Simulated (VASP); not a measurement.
HfN (l.f), 2 atoms in the cell. Symmetry: Fm-3m, No. 225, cubic system. Conventional cell: a = 4.468 Å, b = 4.468 Å, c = 4.468 Å, α = 90.00°, β = 90.00°, γ = 90.00°. Hf (site symmetry m-3m) has 6 N at 2.23 Å within 3.0 Å. N (site symmetry m-3m) has 6 Hf at 2.23 Å within 3.0 Å. 

| Property | Result |
| --- | --- |
| Program | VASP 6.6.1 |
| Task | single point |
| Functional | LDA |
| Potentials or basis | VASP PAW LDA potentials, release 64 (Hf_pv, N) |
| Cutoff | 600 eV |
| k mesh | 16 × 16 × 16 |
| Occupations | gaussian, width 0.1 eV |
| Spin | no spin polarisation |
| Dipole correction | no |
| Further INCAR settings | ALGO = Normal; EDIFF = 1e-06; NBANDS = 14 |

Potentials or basis: VASP PAW LDA potentials, release 64 (Hf_pv, N).

The run is started by

```sh
$ cat potpaw_LDA.64/Hf_pv/POTCAR potpaw_LDA.64/N/POTCAR > POTCAR
$ mpirun -np 1 vasp_std > vasp.out
```

Hardware: 1 thread of Intel(R) Xeon(R) Platinum 8488C (Sapphire Rapids) (shared host).

Problem. Estimate the wall time of this run.

Solution. It took 38 s on 1 thread of Intel(R) Xeon(R) Platinum 8488C (Sapphire Rapids), with other jobs on the host, peak memory 0.19 GiB. Counts: scf iterations 12, k points 145.
